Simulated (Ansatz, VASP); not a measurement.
## One calculation of Cu3Au, two programs

Contents of INCAR:

```
PREC = Accurate
ENCUT = 600
EDIFF = 1E-7
ISMEAR = 0
SIGMA = 0.1
LREAL = F
LASPH = T
NELM = 120
ALGO = Normal
ISIF = 3
LWAVE = F
LCHARG = F
GGA = PS
IBRION = 2
NSW = 100
EDIFFG = -0.005
GGA_COMPAT = F
NELMIN = 4
```

Contents of KPOINTS:

```
Automatic mesh
0
Gamma
  12 12 12
```

File POSCAR:

```
Cu3Au
1.0
    3.7353875600      0.0000000000      0.0000000000
    0.0000000000      3.7353875600      0.0000000000
    0.0000000000      0.0000000000      3.7353875600
Cu Au
3 1
Direct
    0.0000000000      0.5000000000      0.5000000000
    0.5000000000      0.5000000000      0.0000000000
    0.5000000000      0.0000000000      0.5000000000
    0.0000000000      0.0000000000      0.0000000000
```

Input for Ansatz:

```yaml
crystal:
  lattice:
    - [3.73538756, 0.0, 0.0]
    - [0.0, 3.73538756, 0.0]
    - [0.0, 0.0, 3.73538756]
  atoms:
    - { symbol: Cu, position: [0.0, 0.5, 0.5] }
    - { symbol: Cu, position: [0.5, 0.5, 0.0] }
    - { symbol: Cu, position: [0.5, 0.0, 0.5] }
    - { symbol: Au, position: [0.0, 0.0, 0.0] }
basis:
  ecutwfc: 420
kpoints:
  mp_grid: { grid: [12, 12, 12] }
hamiltonian:
  xc: pbesol
scf:
  occupations: { method: gaussian, width: 0.1 }
output:
  forces: true
  stress: true
  eigenvalues: true
  write_density: true
  write_potential: true
  elf: true
  volumetric_format: npy
relax:
  adjacent_minimum: "off"
  f_tol: 0.005
  max_steps: 80
  cell: { stress_tol: 0.05 }
```

Alike in both runs: task relaxation of cell and atoms; functional PBEsol; k mesh 12 × 12 × 12; occupations gaussian, width 0.1 eV; no spin polarisation.

```csv
,VASP,Ansatz
version,VASP 6.6.1,Ansatz 0.2.0
potentials or method,"VASP PAW PBE potentials, release 64 (Cu, Au), cutoff 600 eV","scalar-relativistic, plane waves, PAW"
valence electrons in the cell,44,76
```

```tsv
	VASP	Ansatz	Ansatz less VASP
gap on the k mesh at the Fermi level, each at its own relaxed structure (eV)	none	none	-
relaxed volume (Å³/atom)	12.83	12.80	-0.031
relaxed cell length with the largest relative difference (Å)	3.716	3.713	-0.0030
```

VASP's potentials were made for PBE, not for PBEsol. A gap of «none» marks a metal or a gap that the smearing closes. VASP's potentials hold 44 valence electrons a cell and Ansatz's 76, so a difference there can come from the potentials and not from the codes.

Spin-orbit coupling is off throughout.
